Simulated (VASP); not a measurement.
A run of VASP 6.6.1 is set up as follows.

Contents of INCAR:

```
SYSTEM = Se
PREC = Accurate ; ENCUT = 520
EDIFF = 1E-7 ; ISMEAR = 0
SIGMA = 0.05 ; LREAL = .FALSE.
LASPH = .TRUE. ; NELM = 100
ALGO = Normal ; ISIF = 2
LWAVE = .FALSE. ; LCHARG = .FALSE.
GGA = PE ; IVDW = 12
NBANDS = 16
```

KPOINTS

```
Automatic mesh
0
G
  12 12 8
  0 0 0
```

POSCAR

```
Se
1.0
    4.2349621168      0.0000000000      0.0000000000
   -2.1174810584      3.6675847772      0.0000000000
    0.0000000000      0.0000000000      4.7317231731
Se
3
Direct
    0.2473450684      0.0000000000      0.3333333333
    0.0000000000      0.2473450684      0.6666666667
    0.7526549316      0.7526549316      0.0000000000
```

Potentials or basis: VASP PAW PBE potentials, release 64 (Se).

The run is started by

```console
$ cat potpaw_PBE.64/Se/POTCAR > POTCAR
$ mpirun -np 1 vasp_std > vasp.out
```

(1) Predict the largest force.

(2) What does it give for the dispersion energy per atom?

## Answers

(1) 0.137 eV/Å.

(2) -0.355 eV.
